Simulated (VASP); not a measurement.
# GdTiF2 (P4/mmm) in VASP: single point with PBE

Aim: the single point of GdTiF2 with PBE.

Everything below comes from runs of VASP 6.6.1. Logs are shortened: lines on timing, memory, paths and dates and some standing lists are left out, and cuts for length are marked.

### 1 The cell of the first run

The structure is tetragonal, space group P4/mmm (No. 123). Conventional cell: a = 3.315 Å, b = 3.315 Å, c = 6.435 Å, α = 90.00°, β = 90.00°, γ = 90.00°. Gd (site symmetry 4/mmm) has 4 F at 2.34 Å and 2 Ti at 3.22 Å and 4 Gd at 3.31 Å within 3.4 Å. Within 3.4 Å of Ti (site symmetry 4/mmm) lie 4 F at 2.34 Å and 2 Gd at 3.22 Å and 4 Ti at 3.31 Å. Within 3.4 Å of F (site symmetry 4/mmm) lie 4 Ti at 2.34 Å and 6 F at 3.22 to 3.31 Å. F (site symmetry 4/mmm) has 4 Gd at 2.34 Å and 6 F at 3.22 to 3.31 Å within 3.4 Å.

The cell was generated, and may not be a known phase.

### 2 Single point, PBE, collinear spin, ferromagnetic start

File INCAR:

```
SYSTEM = GdTiF2
ALGO = Normal
EDIFF = 1E-6
ENCUT = 520
GGA = PE
ISIF = 2
ISMEAR = 0
ISPIN = 2
LASPH = .True.
LCHARG = .False.
LMAXMIX = 6
LORBIT = 11
LREAL = .False.
LWAVE = .False.
MAGMOM = 7 1 0 0
NBANDS = 34
NELM = 150
PREC = Accurate
SIGMA = 0.1
```

File KPOINTS:

```
k-points
0
Gamma
  4 4 4
  0 0 0
```

File POSCAR:

```
GdTiF2
1.0
    3.3148769619      0.0000000000      0.0000000000
    0.0000000000      3.3148769619      0.0000000000
    0.0000000000      0.0000000000      6.4351969403
Gd Ti F
1 1 2
Direct
    0.0000000000      0.0000000000      0.0000000000
    0.0000000000      0.0000000000      0.5000000000
    0.5000000000      0.5000000000      0.5000000000
    0.5000000000      0.5000000000      0.0000000000
```

Potentials or basis: VASP PAW PBE potentials, release 64 (Gd, Ti_sv, F).

Command:

```console
> cat potpaw_PBE.64/Gd/POTCAR potpaw_PBE.64/Ti_sv/POTCAR potpaw_PBE.64/F/POTCAR > POTCAR
> mpirun -np 1 vasp_std > vasp.out
```

OUTCAR:

```text
SYSTEM = GdTiF2
   EDIFF = 1E-6
   ENCUT = 520
   GGA = PE
   ISIF = 2
   ISMEAR = 0
   ISPIN = 2
   LASPH = .True.
   LORBIT = 11
   LREAL = .False.
   NELM = 150
   PREC = Accurate

 ion  position               nearest neighbor table
   1  0.000  0.000  0.000-   4 2.34   4 2.34   4 2.34   4 2.34   2 3.22   2 3.22
   2  0.000  0.000  0.500-   3 2.34   3 2.34   3 2.34   3 2.34   1 3.22   1 3.22
   3  0.500  0.500  0.500-   2 2.34   2 2.34   2 2.34   2 2.34
   4  0.500  0.500  0.000-   1 2.34   1 2.34   1 2.34   1 2.34

  LATTYP: Found a simple tetragonal cell.
 ALAT       =     3.3148769619
 C/A-ratio  =     1.9413079322

  Lattice vectors:

 A1 = (   3.3148769619,   0.0000000000,   0.0000000000)
 A2 = (   0.0000000000,   3.3148769619,   0.0000000000)
 A3 = (   0.0000000000,   0.0000000000,   6.4351969403)

Analysis of symmetry for initial positions (statically):
=====================================================================
 Subroutine PRICEL returns:
 Original cell was already a primitive cell.

 Routine SETGRP: Setting up the symmetry group for a
 simple tetragonal supercell.

 Subroutine GETGRP returns: Found 16 space group operations
 (whereof 16 operations were pure point group operations)
 out of a pool of 16 trial point group operations.

The static configuration has the point symmetry D_4h.

Analysis of symmetry for dynamics (positions and initial velocities):
=====================================================================
 Subroutine PRICEL returns:
 Original cell was already a primitive cell.

 Routine SETGRP: Setting up the symmetry group for a
 simple tetragonal supercell.

 Subroutine GETGRP returns: Found 16 space group operations
 (whereof 16 operations were pure point group operations)
 out of a pool of 16 trial point group operations.

The dynamic configuration has the point symmetry D_4h.

Analysis of structural, dynamic, and magnetic symmetry:
=====================================================================
 Subroutine PRICEL returns:
 Original cell was already a primitive cell.

 Routine SETGRP: Setting up the symmetry group for a
 simple tetragonal supercell.

 Subroutine GETGRP returns: Found 16 space group operations
 (whereof 16 operations were pure point group operations)
 out of a pool of 16 trial point group operations.

The overall configuration has the point symmetry D_4h.

 Subroutine INISYM returns: Found 16 space group operations
 (whereof 16 operations are pure point group operations),
 and found     1 'primitive' translations

----------------------------------------------------------------------------------------

                                     Primitive cell

  volume of cell :      70.7126

  direct lattice vectors                    reciprocal lattice vectors
     3.314876962  0.000000000  0.000000000     0.301670322  0.000000000  0.000000000
     0.000000000  3.314876962  0.000000000     0.000000000  0.301670322  0.000000000
     0.000000000  0.000000000  6.435196940     0.000000000  0.000000000  0.155395400

  length of vectors
     3.314876962  3.314876962  6.435196940     0.301670322  0.301670322  0.155395400

  position of ions in fractional coordinates (direct lattice)
     0.000000000  0.000000000  0.000000000
     0.000000000  0.000000000  0.500000000
     0.500000000  0.500000000  0.500000000
     0.500000000  0.500000000  0.000000000

  ion indices of the primitive-cell ions
   primitive index   ion index
                 1           1
                 2           2
                 3           3
                 4           4

----------------------------------------------------------------------------------------

 KPOINTS: k-points

Automatic generation of k-mesh.
 Grid dimensions read from file:
 generate k-points for:    4    4    4

 Generating k-lattice:

  Cartesian coordinates                     Fractional coordinates (reciprocal lattice)
     0.075417580  0.000000000  0.000000000     0.250000000  0.000000000  0.000000000
     0.000000000  0.075417580  0.000000000     0.000000000  0.250000000  0.000000000
     0.000000000  0.000000000  0.038848850     0.000000000  0.000000000  0.250000000

  Length of vectors
     0.075417580  0.075417580  0.038848850

  Shift w.r.t. Gamma in fractional coordinates (k-lattice)
     0.000000000  0.000000000  0.000000000

 Subroutine IBZKPT returns following result:
 ===========================================

 Found     18 irreducible k-points:

 Following reciprocal coordinates:
            Coordinates               Weight
  0.000000  0.000000  0.000000      1.000000
  0.250000  0.000000  0.000000      4.000000
  0.500000  0.000000  0.000000      2.000000
  0.250000  0.250000  0.000000      4.000000
  0.500000  0.250000  0.000000      4.000000
  0.500000  0.500000  0.000000      1.000000
[... 10 lines left out ...]
  0.500000  0.250000  0.500000      4.000000
  0.500000  0.500000  0.500000      1.000000
   k-points           NKPTS =     18   k-points in BZ     NKDIM =     18   number of bands    NBANDS=     34
   number of dos      NEDOS =    301   number of ions     NIONS =      4
   total plane-waves  NPLWV =  37632
   dimension x,y,z NGX =    28 NGY =   28 NGZ =   48
   dimension x,y,z NGXF=    56 NGYF=   56 NGZF=   96
   ions per type =               1   1   2
   NGX,Y,Z   is equivalent  to a cutoff of  14.04, 14.04, 12.40 a.u.
   NGXF,Y,Z  is equivalent  to a cutoff of  28.08, 28.08, 24.80 a.u.
 SYSTEM =  GdTiF2
   PREC   = accura    normal or accurate (medium, high low for compatibility)
   ISTART =      0    job   : 0-new  1-cont  2-samecut
   ICHARG =      2    charge: 1-file 2-atom 10-const
   ISPIN  =      2    spin polarized calculation?
   LNONCOLLINEAR =      F non collinear calculations
   LSORBIT =      F    spin-orbit coupling
   LASPH  =      T    aspherical Exc in radial PAW
   ENCUT  =  520.0 eV  38.22 Ry    6.18 a.u.   6.16  6.16 11.97*2*pi/ulx,y,z
   NELM   =    150;   NELMIN=  2; NELMDL= -5     # of ELM steps
   EDIFF  = 0.1E-05   stopping-criterion for ELM
   LREAL  =      F    real-space projection
   EDIFFG = 0.1E-04   stopping-criterion for IOM
   NSW    =      0    number of steps for IOM
   IBRION =     -1    ionic relax: 0-MD 1-quasi-New 2-CG
   NFREE  =      0    steps in history (QN), initial steepest desc. (CG)
   ISIF   =      2    stress and relaxation
   ISYM   =      2    0-nonsym 1-usesym 2-fastsym
   POTIM  = 0.5000    time-step for ionic-motion
   TEBEG  =    0.0;   TEEND  =   0.0 temperature during run
   PSTRESS=    0.0 pullay stress
   NELECT =      44.0000    total number of electrons
   NUPDOWN=      -1.0000    fix difference up-down
   EMIN   =  10.00;   EMAX   =-10.00  energy-range for DOS
   EFERMI =   0.00;   METHOD = LEGACY
   ISMEAR =     0;   SIGMA  =   0.10  broadening in eV -4-tet -1-fermi 0-gaus
   EFERMI_NEDOS =   21; number of points for ismear=-14 and -15
   IALGO  =     38    algorithm
   IMIX   =      4    mixing-type and parameters
     AMIX     =   0.40;   BMIX     =  1.00
     AMIX_MAG =   1.60;   BMIX_MAG =  1.00
  volume/ion in A,a.u.               =      17.68       119.30
  Fermi-wavevector in a.u.,A,eV,Ry     =   1.397634  2.641146 26.577365  1.953381
  Thomas-Fermi vector in A             =   2.520871
   LORBIT       =     11    0 simple, 1 ext, 2 COOP (PROOUT), +10 PAW based schemes
   GGA     = PE    functional components
   LHFCALC =     F    Hartree Fock is set to
   AEXX    =    0.0000 exact exchange contribution
   IVDW    =     0    specifies the selected vdW correction
   LEPSILON=     F    determine dielectric tensor
   LRPA    =     F    only Hartree local field effects (RPA)
 spin polarized calculation
 Gauss-broadening in eV      SIGMA  =   0.10
  energy-cutoff  :      520.00
  volume of cell :       70.71
 maximum number of plane-waves:      1952
 NGX is ok and might be reduce to    28
   NGX = 13   NGY = 13   NGZ = 23

 number of electron      43.9999997 magnetization       9.1803308

 Free energy of the ion-electron system (eV)
  ---------------------------------------------------
  ext. energy  EPLUGINS =         0.00000000
  ---------------------------------------------------
  free energy    TOTEN  =       -29.87227328 eV

  energy without entropy =      -29.84716036  energy(sigma->0) =      -29.85971682

 E-fermi :   4.9703     XC(G=0): -10.1246

 val. band max:        4.9666130014   @ k =   0.5000   0.0000   0.0000
 cond. band min:       4.9753906671   @ k =   0.5000   0.0000   0.5000
 fundamental gap:      0.0087776657
 Fermi energy:         4.9703192685

 spin component 1

 k-point     1 :       0.0000    0.0000    0.0000
  band No.  band energies     occupation
      1     -53.1421      1.00000
      2     -40.7577      1.00000
      3     -29.4701      1.00000
      4     -29.4701      1.00000
      5     -29.2369      1.00000
      6     -21.9276      1.00000
[... 655 lines left out ...]
     33       9.7721      0.00000
     34      11.4263      0.00000
 Fermi energy:         4.9703192685

 spin component 2

 k-point     1 :       0.0000    0.0000    0.0000
  band No.  band energies     occupation
      1     -51.9886      1.00000
      2     -37.5984      1.00000
      3     -28.3007      1.00000
      4     -28.3007      1.00000
      5     -28.1109      1.00000
      6     -21.8323      1.00000
[... 655 lines left out ...]
     33      10.7335      0.00000
     34      12.6788      0.00000

------------------------ aborting loop because EDIFF is reached ----------------------------------------

  FORCE on cell =-STRESS in cart. coord.  units (eV):
  Direction    XX          YY          ZZ          XY          YZ          ZX
  --------------------------------------------------------------------------------------
  -------------------------------------------------------------------------------------
  Total        0.1212368      0.1212368      0.2130359      0.0000000      0.0000000      0.0000000
  in kB        2.7469343      2.7469343      4.8268832      0.0000000      0.0000000      0.0000000
  external PRESSURE =       3.4402506 kB  Pullay stress =       0.0000000 kB

 VOLUME and BASIS-vectors are now :
 -----------------------------------------------------------------------------
  energy-cutoff  :      520.00
  volume of cell :       70.71
      direct lattice vectors                 reciprocal lattice vectors
     3.314876962  0.000000000  0.000000000     0.301670322  0.000000000  0.000000000
     0.000000000  3.314876962  0.000000000     0.000000000  0.301670322  0.000000000
     0.000000000  0.000000000  6.435196940     0.000000000  0.000000000  0.155395400

 POSITION                                       TOTAL-FORCE (eV/Angst)
 -----------------------------------------------------------------------------------
      0.00000      0.00000      0.00000         0.000000      0.000000      0.000000
      0.00000      0.00000      3.21760         0.000000      0.000000      0.000000
      1.65744      1.65744      3.21760         0.000000      0.000000      0.000000
      1.65744      1.65744      0.00000         0.000000      0.000000      0.000000
 -----------------------------------------------------------------------------------
    total drift:                                0.000000      0.000000      0.000000

  FREE ENERGIE OF THE ION-ELECTRON SYSTEM (eV)
  ---------------------------------------------------
  free  energy   TOTEN  =       -29.8722732823 eV

  energy  without entropy=      -29.8471603578  energy(sigma->0) =      -29.85971682

 total charge

# of ion       s       p       d       f       tot
--------------------------------------------------
    1        2.041   5.590   0.596   7.090  15.318
    2        2.158   6.003   1.929   0.000  10.089
    3        1.739   4.319   0.000   0.000   6.058
    4        1.741   4.379   0.000   0.000   6.119
--------------------------------------------------
tot          7.679  20.290   2.525   7.090  37.585

 magnetization (x)

# of ion       s       p       d       f       tot
--------------------------------------------------
    1        0.002  -0.070   0.224   6.723   6.879
    2        0.018   0.018   1.162   0.000   1.199
    3        0.004   0.055   0.000   0.000   0.059
    4        0.000   0.028   0.000   0.000   0.028
--------------------------------------------------
tot          0.024   0.031   1.385   6.723   8.164
```

It took 8.6 min on 1 thread of Oxide Virtual Turin-like, shared host; peak memory 0.24 GiB.

What came out:

```
Free energy                                           : -29.8723 eV
Pressure                                              : 0.3 GPa
Net moment                                            : 9.18 μB per cell
Site moments                                          : Gd +6.88; Ti +1.20; F +0.06, +0.03 μB
Valence electrons inside the program's atomic spheres : Gd 15.32; Ti 10.09; F 6.06, 6.12
```

Caveat: the k points lie up to 0.47 Å⁻¹ apart; spin-orbit coupling is left out, which moves the levels of the heavy elements; a cell with one magnetic atom can't hold antiferromagnetic order, which such compounds often take; semilocal functionals describe open f shells poorly, which spoils levels, moments and volumes.
